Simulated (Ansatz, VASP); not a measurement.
# Two plane-wave programs on C

File INCAR:

```
PREC = Accurate ; ENCUT = 520
EDIFF = 1E-6 ; ISMEAR = 0
SIGMA = 0.15 ; LREAL = F
LASPH = T ; NELM = 80
ALGO = Normal ; ISIF = 2
LWAVE = F ; LCHARG = T
GGA = PE ; IVDW = 12
LELF = T ; LVHAR = T
NBANDS = 11
```

The input KPOINTS:

```
regular mesh
0
Gamma
  30 30 8
```

POSCAR

```
C
1.0
    2.4561701622      0.0000000000      0.0000000000
   -1.2280850811      2.1271057565      0.0000000000
    0.0000000000      0.0000000000      8.5238033600
C
2
Direct
    0.1406736031      0.5256299556      0.0000000000
    0.6666666667      0.3333333333      0.0000000000
```

Input for Ansatz:

```yaml
crystal:
  lattice:
    - [2.4561701622, 0.0, 0.0]
    - [-1.2280850811, 2.1271057565, 0.0]
    - [0.0, 0.0, 8.52380336]
  atoms:
    - { symbol: C, position: [0.1406736031, 0.5256299556, 0.0] }
    - { symbol: C, position: [0.6666666667, 0.3333333333, 0.0] }
basis:
  ecutwfc: 420
kpoints:
  mp_grid: { grid: [30, 30, 8] }
hamiltonian:
  xc: pbe
  dispersion: d3bj
scf:
  occupations: { method: gaussian, width: 0.15 }
output:
  forces: true
  stress: true
  eigenvalues: true
```

Alike in both runs: task single point; functional PBE; dispersion D3(BJ); k mesh 30 × 30 × 8; occupations gaussian, width 0.15 eV; no spin polarisation.

|  | VASP | Ansatz |
| --- | --- | --- |
| version | VASP 6.6.1 | Ansatz 0.2.0 |
| potentials or method | VASP PAW PBE potentials, release 64 (C), cutoff 520 eV | scalar-relativistic, plane waves, PAW |
| valence electrons in the cell | 8 | 8 |

```tsv
	VASP	Ansatz	Ansatz less VASP
gap on the k mesh at the Fermi level (eV)	0.26	0.26	+0.002
least direct gap on the mesh (eV)	0.29	0.28	-0.017
rms of the force components (eV/Å)	26.824	26.183	-0.6414
```

Atom by atom the forces differ by 0.642 eV/Å (rms over components).
